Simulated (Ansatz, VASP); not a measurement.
## One calculation of Sn3PbSe4, two programs

```
CELL_PARAMETERS angstrom
6.11118 0.00000 0.00000
0.00000 6.11118 0.00000
0.00000 0.00000 6.11118
ATOMIC_POSITIONS crystal
Sn 0.50000 0.00000 0.00000
Sn 0.00000 0.00000 0.50000
Sn 0.00000 0.50000 0.00000
Pb 0.50000 0.50000 0.50000
Se 0.00000 0.50000 0.50000
Se 0.50000 0.50000 0.00000
Se 0.00000 0.00000 0.00000
Se 0.50000 0.00000 0.50000
```

Alike in both runs: task single point; functional PBE; k mesh 4 × 4 × 4; occupations gaussian, width 0.1 eV; no spin polarisation.

|  | VASP | Ansatz |
| --- | --- | --- |
| version | VASP 6.6.1 | Ansatz 0.2.0 |
| potentials or method | VASP PAW PBE potentials, release 64 (Sn_d, Pb_d, Se), cutoff 520 eV | scalar-relativistic, plane waves, PAW |
| valence electrons in the cell | 80 | 120 |

```tsv
	VASP	Ansatz	Ansatz less VASP
gap on the k mesh at the Fermi level (eV)	none	none	-
pressure (GPa)	-0.3	-0.3	+0.02
```

A gap of «none» marks a metal or a gap that the smearing closes. VASP's potentials hold 80 valence electrons a cell and Ansatz's 120, so a difference there can come from the potentials and not from the codes.

Spin-orbit coupling is off throughout.
